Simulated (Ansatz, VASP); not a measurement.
## One calculation of Os, two programs

```xyz
1
Lattice="0.0000 1.9450 1.8866 1.9450 0.0000 1.8866 1.9450 1.9450 0.0000" Properties=species:S:1:pos:R:3 pbc="T T T"
Os    0.0000    0.0000    0.0000
```

Change from the starting cell: strain +0.000 along x and y, -0.030 along z, atoms carried along.

Alike in both runs: task single point; functional PBEsol; k mesh 20 × 20 × 20; occupations gaussian, width 0.15 eV; no spin polarisation.

```csv
,VASP,Ansatz
version,VASP 6.6.1,Ansatz 0.2.0
potentials or method,"VASP PAW PBE potentials, release 64 (Os), cutoff 520 eV","scalar-relativistic, plane waves, PAW"
valence electrons in the cell,8,16
```

VASP gave:

- gap on the k mesh at the Fermi level (eV): none
- pressure (GPa): -9.0
- traceless stress, the component that is largest in VASP (GPa): 6.76

What did Ansatz give for the same quantities?

gap on the k mesh at the Fermi level (eV): none; pressure (GPa): -9.2; traceless stress, the component that is largest in VASP (GPa): 6.77.

VASP's potentials were made for PBE, not for PBEsol. A gap of «none» marks a metal or a gap that the smearing closes. The functional is the same, so the differences come from potentials, cutoffs and numerics. VASP's potentials hold 8 valence electrons a cell and Ansatz's 16, so a difference there can come from the potentials and not from the codes.

Neither program's run includes spin-orbit coupling.
